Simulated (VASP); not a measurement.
Ir: electric field gradients with PBE

The system is Ir.

```
Ir
1.0
     0.00000    1.92696    1.92696
     1.92696    0.00000    1.92696
     1.92696    1.92696    0.00000
Ir
1
Cartesian
  0.0000 0.0000 0.0000
```

```yaml
Program: VASP 6.6.1
Task: electric field gradients
Functional: PBE
Potentials_or_basis: VASP PAW PBE potentials, release 64 (Ir)
Cutoff: 520 eV
k_mesh: 18 × 18 × 18
Occupations: fermi-dirac, width 0.03 eV
Spin: non-collinear spin, zero start, spin-orbit coupling
Starting_moments: "[[0.0, 0.0, 0.0]] μB"
Dipole_correction: no
Further_INCAR_settings: ALGO = Normal; EDIFF = 1e-08; NBANDS = 20
```

- Pressure: 6.3 GPa
- Net moment: 0.00 μB per cell
- Valence electrons inside the program's atomic spheres: Ir 8.36

Moments on the atoms (μB; x, y, z):
```
Ir  0.00 0.00 0.00
```

Run time: 50 s on 1 thread of Intel(R) Xeon(R) 6975P-C (Granite Rapids), with other jobs on the host, peak memory 0.22 GiB.

Caveat: without QUAD_EFG the Cq values of the log hold for a quadrupole moment of 1 mb, not for the nuclei.
